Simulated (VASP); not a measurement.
Write the native input for VASP 6.6.1 that does the following.

```yaml
Task: single point
Functional: PBE
Potentials_or_basis: VASP PAW PBE potentials, release 64 (Ta_pv)
Cutoff: 520 eV
k_mesh: 10 × 10 × 10
Occupations: gaussian, width 0.05 eV
Spin: no spin polarisation
Dipole_correction: no
Further_INCAR_settings: ALGO = Normal; EDIFF = 1e-06; NBANDS = 12
```

The structure of Ta lies in POSCAR:

```
Ta
1.0
    0.0000000000      2.1087783148      2.1087783148
    2.1087783148      0.0000000000      2.1087783148
    2.1087783148      2.1087783148      0.0000000000
Ta
1
Direct
    0.0000000000      0.0000000000      0.0000000000
```

The input as run:

INCAR

```
SYSTEM = Ta
  PREC = Accurate
  ENCUT = 520
  EDIFF = 1E-6
  ISMEAR = 0
  SIGMA = 0.05
  LREAL = .False.
  LASPH = .True.
  NELM = 60
  ALGO = Normal
  ISIF = 2
  LWAVE = .False.
  LCHARG = .False.
  GGA = PE
  NBANDS = 12
```

KPOINTS

```
Automatic mesh
0
Gamma
  10 10 10
  0 0 0
```

Potentials or basis: VASP PAW PBE potentials, release 64 (Ta_pv).

The run is started by

```console
$ cat potpaw_PBE.64/Ta_pv/POTCAR > POTCAR
$ mpirun -np 1 vasp_std > vasp.out
```

It gave:

| Item | Value |
| --- | --- |
| Pressure | 0.0 GPa |

Run time: 14 s on 1 thread of Intel(R) Xeon(R) Platinum 8259CL CPU @ 2.50GHz (Skylake/Cascade Lake), with other jobs on the host, peak memory 0.14 GiB.
